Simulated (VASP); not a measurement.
A run of VASP 6.6.1 is set up as follows.

The input INCAR:

```
ALGO = Normal
EDIFF = 1E-6
ENCUT = 520
GGA = PS
ISIF = 2
ISMEAR = -1
LASPH = T
LCHARG = T
LELF = T
LREAL = F
LVHAR = T
LWAVE = F
NBANDS = 28
NELM = 60
PREC = Accurate
SIGMA = 0.05
```

KPOINTS

```
k-points
0
Gamma
  3 3 3
```

Contents of POSCAR:

```
Cs3Hg
1.0
    6.7835370000      0.0000000000      0.0000000000
    0.0000000000      6.7835370000      0.0000000000
    0.0000000000      0.0000000000      6.7835370000
Cs Hg
3 1
Direct
    0.0000000000      0.5000000000      0.5000000000
    0.5000000000      0.0000000000      0.5000000000
    0.5000000000      0.5000000000      0.0000000000
    0.0000000000      0.0000000000      0.0000000000
```

Potentials or basis: VASP PAW PBE potentials, release 64 (Cs_sv, Hg).

Command:

```console
$ cat potpaw_PBE.64/Cs_sv/POTCAR potpaw_PBE.64/Hg/POTCAR > POTCAR
$ mpirun -np 1 vasp_std > vasp.out
```

Question: Predict the pressure.

Answer: -0.3 GPa.

Caveat: the PAW data sets were made with another functional, which shifts forces and pressure a little.
